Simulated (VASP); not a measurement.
# Ca4Au7 (a cell with a defect) in VASP: single point with PBEsol

Aim: the single point of Ca4Au7 (a cell with a defect) with PBEsol.

All numbers are computed with VASP 6.6.1; they aren't measurements. Logs are shortened: lines on timing, memory, paths and dates and some standing lists are left out, and cuts for length are marked.

## 1. The cell of the first run

The cell holds a defect, 11 atoms: a = 5.811 Å, b = 9.160 Å, c = 5.811 Å, α = 66.79°, β = 105.25°, γ = 113.21°.

## 2. Single point, PBEsol

INCAR reads:

```
PREC = Accurate
ENCUT = 520
EDIFF = 1E-7
ISMEAR = 1
SIGMA = 0.15
LREAL = False
LASPH = True
NELM = 100
ALGO = Normal
ISIF = 2
LWAVE = False
LCHARG = False
GGA = PS
NBANDS = 70
```

KPOINTS reads:

```
Automatic mesh
0
Gamma
  3 2 3
```

POSCAR reads:

```
Ca4Au7
1.0
   -2.2900120000      3.5271170000      4.0100100000
    9.1600480000      0.0000000000      0.0000000000
    2.2900120000      3.5271170000     -4.0100100000
Ca Au
4 7
Direct
    0.7790215704      0.2653574099      0.7090421938
    0.2064686748      0.2384562529      0.2815046473
    0.7943757194      0.7728224305      0.7051741963
    0.2141563214      0.7256145185      0.2838359482
    0.2102779827      0.0842603020      0.8674568925
    0.6141033756      0.0795748790      0.3008226107
    0.3653528141      0.4315987457      0.7221818495
   -0.1935653793      0.4253503220      1.1066119270
    0.6268843028      0.5781809793      0.3069429561
    0.7961915881      0.9191363318      0.1165436571
    0.3674679278      0.8851190369      0.7242421005
```

Potentials or basis: VASP PAW PBE potentials, release 64 (Ca_sv, Au).

Run with:

```sh
$ cat potpaw_PBE.64/Ca_sv/POTCAR potpaw_PBE.64/Au/POTCAR > POTCAR
$ mpirun -np 1 vasp_std > vasp.out
```

OUTCAR:

```text
PREC = Accurate
   ENCUT = 520
   EDIFF = 1E-7
   ISMEAR = 1
   LREAL = False
   LASPH = True
   NELM = 100
   ISIF = 2
   GGA = PS

 ion  position               nearest neighbor table
   1  0.779  0.265  0.709-   7 3.13   8 3.13  10 3.14   9 3.18   6 3.18   8 3.24   5 3.26   5 3.28
                            11 3.34   7 3.34   6 3.39
   2  0.206  0.238  0.282-   5 3.13   9 3.14   8 3.14   6 3.18   6 3.19   7 3.21   5 3.24  10 3.27

   3  0.794  0.773  0.705-  11 3.06  11 3.08   7 3.12   8 3.13  10 3.14  10 3.16   9 3.19   6 3.21
                             5 3.22
   4  0.214  0.726  0.284-   7 3.13   9 3.14   9 3.15   8 3.17   6 3.18  11 3.19  11 3.20   5 3.23
                            10 3.28  10 3.34
   5  0.210  0.084  0.867-  10 2.72   7 2.77  11 2.79   6 2.96   2 3.13   3 3.22   4 3.23   2 3.24
                             1 3.26   1 3.28
   6  0.614  0.080  0.301-  10 2.74   8 2.76  11 2.77   5 2.96   2 3.18   4 3.18   1 3.18   2 3.19
                             3 3.21   1 3.39
   7  0.365  0.432  0.722-   5 2.77   9 2.78   8 2.93   3 3.12   4 3.13   1 3.13   2 3.21   1 3.34

   8  0.806  0.425  0.107-   9 2.73   6 2.76   7 2.93   1 3.13   3 3.13   2 3.14   4 3.17   1 3.24

   9  0.627  0.578  0.307-  10 2.72   8 2.73   7 2.78   4 3.14   2 3.14   4 3.15   1 3.18   3 3.19

  10  0.796  0.919  0.117-   9 2.72   5 2.72   6 2.74  11 2.91   1 3.14   3 3.14   3 3.16   2 3.27
                             4 3.28   4 3.34
  11  0.367  0.885  0.724-   6 2.77   5 2.79  10 2.91   3 3.06   3 3.08   4 3.19   4 3.20   1 3.34

  LATTYP: Found a base centered monoclinic cell.
 ALAT       =     9.2356559399
 B/A-ratio  =     0.7638043303
 C/A-ratio  =     0.9918134737
 COS(beta)  =    -0.4959067369

  Lattice vectors:

 A1 = (  -2.2900120000,   3.5271170000,   4.0100100000)
 A2 = (  -2.2900120000,  -3.5271170000,   4.0100100000)
 A3 = (   9.1600480000,   0.0000000000,   0.0000000000)

Analysis of symmetry for initial positions (statically):
=====================================================================
 Subroutine PRICEL returns:
 Original cell was already a primitive cell.

 Routine SETGRP: Setting up the symmetry group for a
 base centered monoclinic supercell.

 Subroutine GETGRP returns: Found  1 space group operations
 (whereof  1 operations were pure point group operations)
 out of a pool of  4 trial point group operations.

The static configuration has the point symmetry C_1 .

Analysis of symmetry for dynamics (positions and initial velocities):
=====================================================================
 Subroutine PRICEL returns:
 Original cell was already a primitive cell.

 Routine SETGRP: Setting up the symmetry group for a
 base centered monoclinic supercell.

 Subroutine GETGRP returns: Found  1 space group operations
 (whereof  1 operations were pure point group operations)
 out of a pool of  4 trial point group operations.

The dynamic configuration has the point symmetry C_1 .

 Subroutine INISYM returns: Found  1 space group operations
 (whereof  1 operations are pure point group operations),
 and found     1 'primitive' translations

----------------------------------------------------------------------------------------

                                     Primitive cell

  volume of cell :     259.1153

  direct lattice vectors                    reciprocal lattice vectors
    -2.290012000  3.527117000  4.010010000     0.000000000  0.141758836  0.124687968
     9.160048000  0.000000000  0.000000000     0.109169734  0.000000000  0.062343984
     2.290012000  3.527117000 -4.010010000     0.000000000  0.141758836 -0.124687968

  length of vectors
     5.810756361  9.160048000  5.810756361     0.188792630  0.125717155  0.188792630

  position of ions in fractional coordinates (direct lattice)
     0.779021570  0.265357410  0.709042194
     0.206468675  0.238456253  0.281504647
     0.794375719  0.772822430  0.705174196
     0.214156321  0.725614519  0.283835948
     0.210277983  0.084260302  0.867456893
     0.614103376  0.079574879  0.300822611
     0.365352814  0.431598746  0.722181849
     0.806434621  0.425350322  0.106611927
     0.626884303  0.578180979  0.306942956
     0.796191588  0.919136332  0.116543657
     0.367467928  0.885119037  0.724242100

  ion indices of the primitive-cell ions
   primitive index   ion index
                 1           1
                 2           2
                 3           3
                 4           4
                 5           5
                 6           6
                 7           7
                 8           8
                 9           9
                10          10
                11          11

----------------------------------------------------------------------------------------

 KPOINTS: Automatic mesh

Automatic generation of k-mesh.
 Grid dimensions read from file:
 generate k-points for:    3    2    3

 Generating k-lattice:

  Cartesian coordinates                     Fractional coordinates (reciprocal lattice)
     0.000000000  0.047252945  0.041562656     0.333333333  0.000000000 -0.000000000
     0.054584867  0.000000000  0.031171992     0.000000000  0.500000000  0.000000000
     0.000000000  0.047252945 -0.041562656    -0.000000000  0.000000000  0.333333333

  Length of vectors
     0.062930877  0.062858578  0.062930877

  Shift w.r.t. Gamma in fractional coordinates (k-lattice)
     0.000000000  0.000000000  0.000000000

 Subroutine IBZKPT returns following result:
 ===========================================

 Found     10 irreducible k-points:

 Following reciprocal coordinates:
            Coordinates               Weight
  0.000000  0.000000  0.000000      1.000000
  0.333333  0.000000 -0.000000      2.000000
 -0.000000  0.000000  0.333333      2.000000
 -0.000000  0.500000  0.000000      1.000000
  0.333333  0.500000  0.000000      2.000000
 -0.000000  0.500000  0.333333      2.000000
  0.333333  0.000000  0.333333      2.000000
 -0.333333  0.000000  0.333333      2.000000
  0.333333  0.500000  0.333333      2.000000
 -0.333333  0.500000  0.333333      2.000000
   k-points           NKPTS =     10   k-points in BZ     NKDIM =     10   number of bands    NBANDS=     70
   number of dos      NEDOS =    301   number of ions     NIONS =     11
   total plane-waves  NPLWV = 161280
   dimension x,y,z NGX =    48 NGY =   70 NGZ =   48
   dimension x,y,z NGXF=    96 NGYF=  140 NGZF=   96
   ions per type =               4   7
   NGX,Y,Z   is equivalent  to a cutoff of  13.73, 12.70, 13.73 a.u.
   NGXF,Y,Z  is equivalent  to a cutoff of  27.47, 25.41, 27.47 a.u.
 SYSTEM =  unknown system
   PREC   = accura    normal or accurate (medium, high low for compatibility)
   ISTART =      0    job   : 0-new  1-cont  2-samecut
   ICHARG =      2    charge: 1-file 2-atom 10-const
   ISPIN  =      1    spin polarized calculation?
   LNONCOLLINEAR =      F non collinear calculations
   LSORBIT =      F    spin-orbit coupling
   LASPH  =      T    aspherical Exc in radial PAW
   ENCUT  =  520.0 eV  38.22 Ry    6.18 a.u.  10.80 17.03 10.80*2*pi/ulx,y,z
   NELM   =    100;   NELMIN=  2; NELMDL= -5     # of ELM steps
   EDIFF  = 0.1E-06   stopping-criterion for ELM
   LREAL  =      F    real-space projection
   EDIFFG = 0.1E-05   stopping-criterion for IOM
   NSW    =      0    number of steps for IOM
   IBRION =     -1    ionic relax: 0-MD 1-quasi-New 2-CG
   NFREE  =      0    steps in history (QN), initial steepest desc. (CG)
   ISIF   =      2    stress and relaxation
   ISYM   =      2    0-nonsym 1-usesym 2-fastsym
   POTIM  = 0.5000    time-step for ionic-motion
   TEBEG  =    0.0;   TEEND  =   0.0 temperature during run
   PSTRESS=    0.0 pullay stress
   NELECT =     117.0000    total number of electrons
   NUPDOWN=      -1.0000    fix difference up-down
   EMIN   =  10.00;   EMAX   =-10.00  energy-range for DOS
   EFERMI =   0.00;   METHOD = LEGACY
   ISMEAR =     1;   SIGMA  =   0.15  broadening in eV -4-tet -1-fermi 0-gaus
   EFERMI_NEDOS =   21; number of points for ismear=-14 and -15
   IALGO  =     38    algorithm
   IMIX   =      4    mixing-type and parameters
     AMIX     =   0.40;   BMIX     =  1.00
     AMIX_MAG =   1.60;   BMIX_MAG =  1.00
  volume/ion in A,a.u.               =      23.56       158.96
  Fermi-wavevector in a.u.,A,eV,Ry     =   1.255950  2.373402 21.461979  1.577411
  Thomas-Fermi vector in A             =   2.389682
   LORBIT       =      0    0 simple, 1 ext, 2 COOP (PROOUT), +10 PAW based schemes
   GGA     = PS    functional components
   LHFCALC =     F    Hartree Fock is set to
   AEXX    =    0.0000 exact exchange contribution
   IVDW    =     0    specifies the selected vdW correction
   LEPSILON=     F    determine dielectric tensor
   LRPA    =     F    only Hartree local field effects (RPA)
 non-spin polarized calculation
 Methfessel and Paxton  Order N= 1 SIGMA  =   0.15
  energy-cutoff  :      520.00
  volume of cell :      259.12
 maximum number of plane-waves:      6990
 NGX is ok and might be reduce to    48
   NGX = 21   NGY = 35   NGZ = 21

 number of electron     117.0000004 magnetization

 Free energy of the ion-electron system (eV)
  ---------------------------------------------------
  ext. energy  EPLUGINS =         0.00000000
  ---------------------------------------------------
  free energy    TOTEN  =       -42.99544835 eV

  energy without entropy =      -42.99734863  energy(sigma->0) =      -42.99608178

 E-fermi :   5.3168     XC(G=0): -10.4897

 val. band max:        5.2780885924   @ k =   0.3333   0.5000   0.3333
 cond. band min:       5.3807495662   @ k =  -0.0000   0.5000   0.0000
 fundamental gap:      0.1026609738
 Fermi energy:         5.3168090221

 k-point     1 :       0.0000    0.0000    0.0000
  band No.  band energies     occupation
      1     -35.6501      2.00000
      2     -35.6077      2.00000
      3     -35.5425      2.00000
      4     -35.4490      2.00000
      5     -16.8524      2.00000
      6     -16.7438      2.00000
[... 62 lines left out ...]
     69       7.6351     -0.00000
     70       9.0666      0.00000
[... 655 lines left out ...]
     69       8.4471      0.00000
     70       9.0906      0.00000

------------------------ aborting loop because EDIFF is reached ----------------------------------------

  FORCE on cell =-STRESS in cart. coord.  units (eV):
  Direction    XX          YY          ZZ          XY          YZ          ZX
  --------------------------------------------------------------------------------------
  -------------------------------------------------------------------------------------
  Total       -4.1618632     -3.4467063     -4.5786455      0.0301818      0.2434885      0.7916375
  in kB      -25.7338825    -21.3118816    -28.3109560      0.1866222      1.5055528      4.8949008
  external PRESSURE =     -25.1189067 kB  Pullay stress =       0.0000000 kB

 VOLUME and BASIS-vectors are now :
 -----------------------------------------------------------------------------
  energy-cutoff  :      520.00
  volume of cell :      259.12
      direct lattice vectors                 reciprocal lattice vectors
    -2.290012000  3.527117000  4.010010000     0.000000000  0.141758836  0.124687968
     9.160048000  0.000000000  0.000000000     0.109169734  0.000000000  0.062343984
     2.290012000  3.527117000 -4.010010000     0.000000000  0.141758836 -0.124687968

 POSITION                                       TOTAL-FORCE (eV/Angst)
 -----------------------------------------------------------------------------------
      2.27043      5.24857      0.28062        -0.002958      0.000074      0.001134
      2.35610      1.72114     -0.30090        -0.001732     -0.003495      0.000134
      6.87482      5.28909      0.35770         0.007544     -0.002211     -0.003213
      6.80623      1.75648     -0.27942        -0.000833     -0.000186     -0.000979
      2.27678      3.80130     -2.63529        -0.001251      0.004271     -0.004518
      0.01149      3.22705      1.25626        -0.007313     -0.006215      0.007690
      4.77061      3.83586     -1.43089        -0.004425      0.007965      0.003343
      2.29363      3.22042      2.80630        -0.003176      0.002536     -0.003689
      4.56350      3.29372      1.28297         0.007526     -0.005488      0.007364
      6.86293      3.21932      2.72539         0.002335     -0.009916     -0.012659
      8.92475      3.85059     -1.43067         0.004285      0.012665      0.005395
 -----------------------------------------------------------------------------------
    total drift:                                0.000075      0.000102      0.000047

  FREE ENERGIE OF THE ION-ELECTRON SYSTEM (eV)
  ---------------------------------------------------
  free  energy   TOTEN  =       -42.9954483501 eV

  energy  without entropy=      -42.9973486285  energy(sigma->0) =      -42.99608178
```

Run time: 13 min. Hardware: 1 thread of AMD EPYC 7R43 (Zen 3), shared host; peak memory 0.39 GiB.

What came out:

```
Free energy            : -42.9954 eV
Pressure               : -2.5 GPa
Largest force          : 0.016 eV/Å
Band gap on the k mesh : zero (an odd number of electrons rules out a gap without spin polarisation)
```

Forces in eV/Å, atoms in the order of the input:
```
Ca  -0.003  0.000  0.001
Ca  -0.002 -0.003  0.000
Ca   0.008 -0.002 -0.003
Ca  -0.001  0.000 -0.001
Au  -0.001  0.004 -0.005
Au  -0.007 -0.006  0.008
Au  -0.004  0.008  0.003
Au  -0.003  0.003 -0.004
Au   0.008 -0.005  0.007
Au   0.002 -0.010 -0.013
Au   0.004  0.013  0.005
```

Caveat: the k points lie up to 0.40 Å⁻¹ apart, too coarse for converged energies and pressures of a metal; the PAW data sets were made with another functional, which shifts forces and pressure a little; spin-orbit coupling is left out, which moves the levels of the heavy elements.
